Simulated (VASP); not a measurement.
Wanted: the native input for a VASP 6.6.1 run.

| Property | Result |
| --- | --- |
| Task | single point |
| Functional | PBE |
| Potentials or basis | VASP PAW PBE potentials, release 64 (Al, Cr_pv, C) |
| Cutoff | 520 eV |
| k mesh | 12 × 12 × 4 |
| Occupations | gaussian, width 0.1 eV |
| Spin | no spin polarisation |
| Dipole correction | no |
| Further INCAR settings | ALGO = Normal; EDIFF = 1e-07; NBANDS = 41 |

The structure of AlCr2C lies in POSCAR:

```
AlCr2C
1.0
    2.8123047162      0.0000000000      0.0000000000
   -1.4061523581      2.4355273274      0.0000000000
    0.0000000000      0.0000000000     12.5692216194
Al Cr C
2 4 2
Direct
    0.6666666667      0.3333333333      0.2500000000
    0.3333333333      0.6666666667      0.7500000000
    0.3333333333      0.6666666667      0.4145941051
    0.6666666667      0.3333333333      0.9145941051
    0.6666666667      0.3333333333      0.5854058949
    0.3333333333      0.6666666667      0.0854058949
    0.0000000000      0.0000000000      0.5000000000
    0.0000000000      0.0000000000      0.0000000000
```

This cell differs from its parent crystal: volume scaled by 0.97, then relaxed in part.

The input as run:

INCAR

```
SYSTEM = AlCr2C
  PREC = Accurate
  ENCUT = 520
  EDIFF = 1E-7
  ISMEAR = 0
  SIGMA = 0.1
  LREAL = .FALSE.
  LASPH = .TRUE.
  NELM = 80
  ALGO = Normal
  ISIF = 2
  LWAVE = .FALSE.
  LCHARG = .FALSE.
  GGA = PE
  NBANDS = 41
```

KPOINTS

```
Automatic mesh
0
G
  12 12 4
  0 0 0
```

Potentials or basis: VASP PAW PBE potentials, release 64 (Al, Cr_pv, C).

Run with:

```console
$ cat potpaw_PBE.64/Al/POTCAR potpaw_PBE.64/Cr_pv/POTCAR potpaw_PBE.64/C/POTCAR > POTCAR
$ mpirun -np 1 vasp_std > vasp.out
```

It gave:

The pressure is 6.2 GPa, the largest force is 0.049 eV/Å and the band gap on the k mesh is zero (band 31 reaches 10.73 eV, above the bottom of band 32 at 9.88 eV).

It took 120 s on 1 thread of AMD EPYC 9R45 96-Core Processor (Zen 5) (shared host), peak memory 0.29 GiB.
